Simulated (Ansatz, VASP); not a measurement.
**SnSe: VASP beside Ansatz**

```
CELL_PARAMETERS angstrom
0.00000 3.05467 3.05467
3.05467 0.00000 3.05467
3.05467 3.05467 0.00000
ATOMIC_POSITIONS crystal
Sn 0.00000 0.00000 0.00000
Se 0.25000 0.25000 0.25000
```

Alike in both runs: task relaxation of cell and atoms; functional r2SCAN; k mesh 12 × 12 × 12; occupations fermi-dirac, width 0.1 eV; no spin polarisation.

|  | VASP | Ansatz |
| --- | --- | --- |
| version | VASP 6.6.1 | Ansatz 0.2.0 |
| potentials or method | VASP PAW PBE potentials, release 64 (Sn_d, Se) | PAW with Ansatz's default frozen-core files, scalar-relativistic |
| plane-wave cutoff (eV) | 600 | 500 |
| valence electrons in the cell | 20 | 30 |

VASP gave:

```
relaxed volume (Å³/atom)                                     : 37.97
relaxed cell length with the largest relative difference (Å) : 4.753
```

**Question.** Which values does Ansatz return?

**Answer.** Relaxed volume (Å³/atom): 37.93; relaxed cell length with the largest relative difference (Å): 4.752.

VASP's potentials were made for PBE, not for r2SCAN. VASP's potentials hold 20 valence electrons a cell and Ansatz's 30, so a difference there can come from the potentials and not from the codes.

Noted on VASP's run: the volume moved by over 15 % at a fixed basis, so the end points are rough.
